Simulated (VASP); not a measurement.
Wanted: the native input for a VASP 6.6.1 run.

```
Task                   : single point
Functional             : PBE
Potentials or basis    : VASP PAW PBE potentials, release 64 (Mg, Se)
Cutoff                 : 600 eV
k mesh                 : 8 × 8 × 8
Occupations            : gaussian, width 0.02 eV
Spin                   : no spin polarisation
Dipole correction      : no
Further INCAR settings : ALGO = Normal; EDIFF = 1e-06; NBANDS = 11
```

The structure of MgSe lies in POSCAR:

```
MgSe
1.0
    0.0000000000      2.7817474658      2.7817474658
    2.7817474658      0.0000000000      2.7817474658
    2.7817474658      2.7817474658      0.0000000000
Mg Se
1 1
Direct
    0.0000000000      0.0000000000      0.0000000000
    0.5000000000      0.5000000000      0.5000000000
```

This cell differs from its parent crystal: volume scaled by 1.03.

The input as run:

INCAR

```
PREC     = Accurate       # precision mode
ENCUT    = 600            # plane-wave cutoff, eV
EDIFF    = 1E-6           # SCF threshold, eV
ISMEAR   = 0              # smearing method
SIGMA    = 0.02           # smearing width, eV
LREAL    = F              # projectors in reciprocal space
LASPH    = T              # aspherical terms in the spheres
NELM     = 120            # most SCF steps
ALGO     = Normal         # electronic algorithm
ISIF     = 2              # what is computed and relaxed
LWAVE    = F              # write WAVECAR
LCHARG   = F              # write CHGCAR
GGA      = PE             # functional
NBANDS   = 11             # bands
GGA_COMPAT= F
```

KPOINTS

```
Automatic mesh
0
Gamma
  8 8 8
```

Potentials or basis: VASP PAW PBE potentials, release 64 (Mg, Se).

The run is started by

```console
$ cat potpaw_PBE.64/Mg/POTCAR potpaw_PBE.64/Se/POTCAR > POTCAR
$ mpirun -np 1 vasp_std > vasp.out
```

Results of the run:

```yaml
Pressure: -1.8 GPa
Band_gap_on_the_k_mesh: 1.70 eV, indirect (least direct gap 2.20 eV)
```

Run time: 6.4 s on 1 thread of Intel(R) Xeon(R) 6975P-C (Granite Rapids), on a shared host, peak memory 0.17 GiB.
